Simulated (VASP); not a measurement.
In2S:

```xyz
3
Lattice="4.1184 0.0000 0.0000 0.0000 4.1184 0.0000 0.0000 0.0000 5.8243" Properties=species:S:1:pos:R:3 pbc="T T T"
In    2.0592    0.0000    4.3682
In    0.0000    2.0592    1.4561
S     0.0000    0.0000    0.0000
```

- Program: VASP 6.6.1
- Task: relaxation of cell and atoms
- Functional: PBE
- Potentials or basis: VASP PAW PBE potentials, release 64 (In_d, S)
- Cutoff: 600 eV
- k mesh: 4 × 4 × 4
- Occupations: gaussian, width 0.1 eV
- Spin: no spin polarisation

At the start: pressure 5.2 GPa; volume 32.93 Å³/atom.

Q: Where does the relaxation end?

A: Over 18 steps the energy falls by 301.0 meV/atom and the volume is 28.80 Å³/atom (-12.5 %); space group P-4m2 (No. 115, to 0.05 Å).

The path:
```tsv
step	energy change (eV)	largest force (eV/Å)	pressure (GPa)	volume (Å³)
1	0.0000	2.1505	5.23	98.79
2	-0.5131	0.5336	-0.56	114.93
3	-0.5162	0.4353	-0.83	116.20
4	-0.5163	0.4072	-0.90	116.57
5	-0.5599	0.3776	-0.95	113.71
6	-0.6650	0.2471	-1.01	105.33
7	-0.7045	0.2978	-1.13	89.39
8	-0.7264	0.0563	-1.31	97.29
9	-0.7709	0.2918	-0.03	90.96
10	-0.7753	0.3892	0.65	88.47
11	-0.8010	0.2991	0.80	86.75
12	-0.8406	0.1945	1.54	82.29
13	-0.8768	0.0802	-0.32	86.40
14	-0.8772	0.1502	-0.66	87.33
15	-0.8948	0.1441	-0.92	88.53
16	-0.8948	0.1400	-0.94	88.52
17	-0.9011	0.0829	0.45	85.46
18	-0.9029	0.0082	0.05	86.41
```

Final structure:
```xyz
3
Lattice="3.9958 0.0000 0.0000 0.0000 3.9958 0.0000 0.0000 0.0000 5.4124" Properties=species:S:1:pos:R:3 pbc="T T T"
In    1.9979    0.0000    3.5748
In    0.0000    1.9979    1.8376
S     0.0000    0.0000    0.0000
```

Caveat: the k points lie up to 0.39 Å⁻¹ apart in the final cell.
